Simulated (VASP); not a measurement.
# AlN in VASP: notebook, part 2 of 2

VASP 6.6.1. The steps go on from the part before.

### 3 Single point, PBE (uniaxial y strain +1.6%)

INCAR

```
SYSTEM = AlN
PREC = Accurate
ENCUT = 520
EDIFF = 1E-6
ISMEAR = -1
SIGMA = 0.02
LREAL = .False.
LASPH = .True.
NELM = 100
ALGO = Normal
ISIF = 2
LWAVE = .False.
LCHARG = .True.
GGA = PE
LELF = .True.
LVHAR = .True.
NBANDS = 11
```

KPOINTS

```
regular mesh
0
Gamma
  10 10 10
  0 0 0
```

POSCAR

```
AlN
1.0
    0.0000000000      2.2204899696      2.1848764830
    2.1848764830      0.0000000000      2.1848764830
    2.1848764830      2.2204899696      0.0000000000
Al N
1 1
Direct
    0.0000000000      0.0000000000      0.0000000000
    0.7500000000      0.7500000000      0.7500000000
```

Potentials or basis: VASP PAW PBE potentials, release 64 (Al, N).

Run with:

```console
$ cat potpaw_PBE.64/Al/POTCAR potpaw_PBE.64/N/POTCAR > POTCAR
$ mpirun -np 1 vasp_std > vasp.out
```

OUTCAR:

```text
SYSTEM = AlN
   PREC = Accurate
   ENCUT = 520
   EDIFF = 1E-6
   ISMEAR = -1
   LREAL = .False.
   LASPH = .True.
   NELM = 100
   ISIF = 2
   GGA = PE

 ion  position               nearest neighbor table
   1  0.000  0.000  0.000-   2 1.90   2 1.90   2 1.90   2 1.90
   2  0.750  0.750  0.750-   1 1.90   1 1.90   1 1.90   1 1.90

  LATTYP: Found a body centered tetragonal cell.
 ALAT       =     3.0898819544
 C/A-ratio  =     1.4372652434

  Lattice vectors:

 A1 = (   0.0000000000,  -2.2204899696,   2.1848764830)
 A2 = (   0.0000000000,  -2.2204899696,  -2.1848764830)
 A3 = (   2.1848764830,   2.2204899696,   0.0000000000)

Analysis of symmetry for initial positions (statically):
=====================================================================
 Subroutine PRICEL returns:
 Original cell was already a primitive cell.

 Routine SETGRP: Setting up the symmetry group for a
 body centered tetragonal supercell.

 Subroutine GETGRP returns: Found  8 space group operations
 (whereof  8 operations were pure point group operations)
 out of a pool of 16 trial point group operations.

[... 171 lines left out ...]
      2       5.7620      2.00000
      3       5.8315      2.00000
      4       5.8315      2.00000
      5       9.8494      0.00000
      6      18.1916      0.00000
      7      18.1916      0.00000
      8      18.2094      0.00000
      9      23.0806      0.00000
     10      23.6179      0.00000
     11      24.3385      0.00000
[... 309 lines left out ...]
 k-point    24 :       0.4000    0.3000    0.0000
  band No.  band energies     occupation
      1      -7.0959      2.00000
      2       1.7203      2.00000
      3       4.1033      2.00000
      4       4.3823      2.00000
      5      10.6834      0.00000
      6      15.1500      0.00000
      7      17.9354      0.00000
      8      20.0937      0.00000
      9      20.7387      0.00000
     10      26.8343      0.00000
     11      29.0819      0.00000

 [... further k-points ...]

------------------------ aborting loop because EDIFF is reached ----------------------------------------

  FORCE on cell =-STRESS in cart. coord.  units (eV):
  Direction    XX          YY          ZZ          XY          YZ          ZX
  --------------------------------------------------------------------------------------
  -------------------------------------------------------------------------------------
  Total        0.2324045     -0.0667290      0.2324045     -0.0000000      0.0000000      0.0000000
  in kB       17.5639614     -5.0430404     17.5639614     -0.0000000      0.0000000      0.0000000
  external PRESSURE =      10.0282941 kB  Pullay stress =       0.0000000 kB

 VOLUME and BASIS-vectors are now :
 -----------------------------------------------------------------------------
  energy-cutoff  :      520.00
  volume of cell :       21.20
      direct lattice vectors                 reciprocal lattice vectors
     0.000000000  2.220489970  2.184876483    -0.228845888  0.225175527  0.228845888
     2.184876483  0.000000000  2.184876483     0.228845888 -0.225175527  0.228845888
     2.184876483  2.220489970  0.000000000     0.228845888  0.225175527 -0.228845888

 POSITION                                       TOTAL-FORCE (eV/Angst)
 -----------------------------------------------------------------------------------
      0.00000      0.00000      0.00000        -0.000000     -0.000000     -0.000000
      3.27731      3.33073      3.27731         0.000000      0.000000      0.000000
 -----------------------------------------------------------------------------------
    total drift:                               -0.000000     -0.000000     -0.000000

  FREE ENERGIE OF THE ION-ELECTRON SYSTEM (eV)
  ---------------------------------------------------
  free  energy   TOTEN  =       -14.8454290976 eV

  energy  without entropy=      -14.8454290976  energy(sigma->0) =      -14.84542910
```

OSZICAR:

```text
N       E                     dE             d eps       ncg     rms          rms(c)
DAV:   1     0.116745056347E+02    0.11675E+02   -0.38573E+03  2284   0.609E+02
DAV:   2    -0.162284468311E+02   -0.27903E+02   -0.26561E+02  2631   0.137E+02
DAV:   3    -0.171875032176E+02   -0.95906E+00   -0.95778E+00  2755   0.244E+01
DAV:   4    -0.171928939065E+02   -0.53907E-02   -0.53903E-02  2586   0.198E+00
DAV:   5    -0.171929622275E+02   -0.68321E-04   -0.68321E-04  2721   0.215E-01    0.854E+00
DAV:   6    -0.148542381964E+02    0.23387E+01   -0.11909E+01  2654   0.172E+01    0.281E+00
DAV:   7    -0.148519642977E+02    0.22739E-02   -0.16372E-01  2493   0.320E+00    0.204E+00
DAV:   8    -0.148468839523E+02    0.50803E-02   -0.29271E-02  2472   0.161E+00    0.591E-01
DAV:   9    -0.148453725749E+02    0.15114E-02   -0.43263E-03  2733   0.390E-01    0.234E-01
DAV:  10    -0.148454174136E+02   -0.44839E-04   -0.44188E-04  2463   0.135E-01    0.182E-02
DAV:  11    -0.148454292729E+02   -0.11859E-04   -0.11966E-05  2676   0.259E-02    0.167E-02
DAV:  12    -0.148454290976E+02    0.17530E-06   -0.53906E-07  1530   0.548E-03
   1 F= -.14845429E+02 E0= -.14845429E+02  d E =-.145528E-12
```

stdout:

```text
POSCAR found type information on POSCAR AlN
 POSCAR found :  2 types and       2 ions
 scaLAPACK will be used
 LDA part: xc-table for (Slater+PW92), standard interpolation
 POSCAR, INCAR and KPOINTS ok, starting setup
 FFT: planning ... GRIDC
 FFT: planning ... GRID_SOFT
 FFT: planning ... GRID
 WAVECAR not read
 entering main loop
```

Wall time 52 s (1 thread of AMD EPYC 7R13, shared host); peak memory 0.12 GiB.

Results:

- Free energy: -14.8454 eV
- Pressure: 1.0 GPa
- Band gap on the k mesh: 3.26 eV, indirect (least direct gap 4.02 eV)

Levels at points of the mesh, in eV from the valence-band top:
| k point | band 2 | band 3 | band 4 | band 5 | band 6 | band 7 |
| --- | --- | --- | --- | --- | --- | --- |
| (0.00, 0.00, 0.00) | -0.07 | 0.00 | 0.00 | 4.02 | 12.36 | 12.36 |
| (0.50, 0.00, 0.00) | -5.80 | -0.57 | -0.43 | 7.19 | 9.72 | 10.88 |
| (0.50, 0.50, 0.00) | -4.82 | -1.82 | -1.82 | 3.26 | 8.40 | 13.79 |
| (0.50, 0.00, 0.50) | -4.98 | -1.69 | -1.69 | 3.34 | 8.65 | 13.51 |

Caveat: the cell differs from its parent crystal (uniaxial y strain +1.6%).
